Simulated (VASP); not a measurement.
## F: single point with PBE

Crystal: F.

```
F
1.0
     3.06328   -1.84564    0.14803
     3.06328    1.84564    0.14803
    -1.32647    0.00000    6.82392
F
4
Direct
  0.92361 0.58622 0.09284
  0.41378 0.07639 0.40716
  0.07639 0.41378 0.90716
  0.58622 0.92361 0.59284
```

```json
{"Program": "VASP 6.6.1", "Task": "single point", "Functional": "PBE", "Potentials or basis": "VASP PAW PBE potentials, release 64 (F)", "Cutoff": "520 eV", "k mesh": "9 × 9 × 4", "Occupations": "fermi-dirac, width 0.05 eV", "Spin": "no spin polarisation"}
```

```
Pressure               : 0.3 GPa
Largest force          : 0.370 eV/Å
Band gap on the k mesh : 3.02 eV, indirect (least direct gap 3.05 eV)
```

Forces on the atoms (eV/Å):
```
F   -0.049  0.156  0.332
F    0.049  0.156 -0.332
F    0.049 -0.156 -0.332
F   -0.049 -0.156  0.332
```

Stress tensor (GPa, compression positive):
```
-0.40  0.00 -0.24
 0.00 -0.05  0.00
-0.24  0.00  1.32
```

Levels at points of the mesh, in eV from the valence-band top:
| k point | band 12 | band 13 | band 14 | band 15 | band 16 | band 17 |
| --- | --- | --- | --- | --- | --- | --- |
| (0.00, 0.00, 0.00) | -0.08 | -0.07 | -0.02 | 3.02 | 3.69 | 8.64 |
| (0.00, 0.00, 0.50) | -0.19 | -0.05 | -0.05 | 3.34 | 3.34 | 9.52 |

Run time: 2.5 min on 1 thread of Intel Xeon 6975P-C, on a shared host, peak memory 0.25 GiB.

A k mesh can miss the band edges. PBE gaps usually lie below the measured ones, often by a third to a half.
